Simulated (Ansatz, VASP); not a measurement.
PbS: VASP beside Ansatz

```xyz
2
Lattice="0.0000 2.9657 2.9657 2.9657 0.0000 2.9657 2.9657 2.9657 0.0000" Properties=species:S:1:pos:R:3 pbc="T T T"
Pb    0.0000    0.0000    0.0000
S     2.9657    2.9657    2.9657
```

Alike in both runs: functional revPBE; k mesh 8 × 8 × 8; occupations fermi-dirac, width 0.05 eV; no spin polarisation.

|  | VASP | Ansatz |
| --- | --- | --- |
| version | VASP 6.6.1 | Ansatz 0.2.0 |
| potentials or method | VASP PAW PBE potentials, release 64 (Pb_d, S), cutoff 520 eV | all-electron LAPW, scalar-relativistic |
| task | single point | band structure |

|  | VASP | Ansatz | Ansatz less VASP |
| --- | --- | --- | --- |
| gap on the k mesh at the Fermi level (eV) | 0.43 | 0.43 | -0.008 |
| least direct gap on the mesh (eV) | 0.43 | 0.43 | -0.008 |
| pressure (GPa) | 3.6 | 3.7 | +0.09 |

VASP's potentials were made for PBE, not for revPBE. Ansatz ran all-electron here, and VASP with PAW potentials.

Neither program's run includes spin-orbit coupling.
